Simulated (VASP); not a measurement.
A run of VASP 6.6.1 is set up as follows.

The input INCAR:

```
ALGO = Normal
EDIFF = 1E-6
ENCUT = 500
GGA = PS
GGA_COMPAT = False
ISIF = 2
ISMEAR = 0
LASPH = True
LCHARG = False
LREAL = False
LWAVE = False
NBANDS = 11
NELM = 120
PREC = Accurate
SIGMA = 0.01
```

Contents of KPOINTS:

```
k-points
0
Gamma
  8 8 8
```

Contents of POSCAR:

```
AlP
1.0
    2.6967589826      2.6967589826      0.0000000000
   -2.6967589826      2.6967589826      0.0000000000
    0.0000000000      2.6967589826      2.6967589826
Al P
1 1
Direct
    0.0000000000      0.0000000000      0.0000000000
    0.7500000000      0.2500000000      0.5000000000
```

Potentials or basis: VASP PAW PBE potentials, release 64 (Al, P).

Run with:

```sh
$ cat potpaw_PBE.64/Al/POTCAR potpaw_PBE.64/P/POTCAR > POTCAR
$ mpirun -np 1 vasp_std > vasp.out
```

**Question.** Estimate the pressure.

**Answer.** 4.1 GPa.

**Question.** Estimate the band gap on the k mesh.

**Answer.** 1.36 eV, indirect (least direct gap 3.51 eV).

Caveat: the PAW data sets were made with another functional, which shifts forces and pressure a little. A k mesh can miss the band edges.
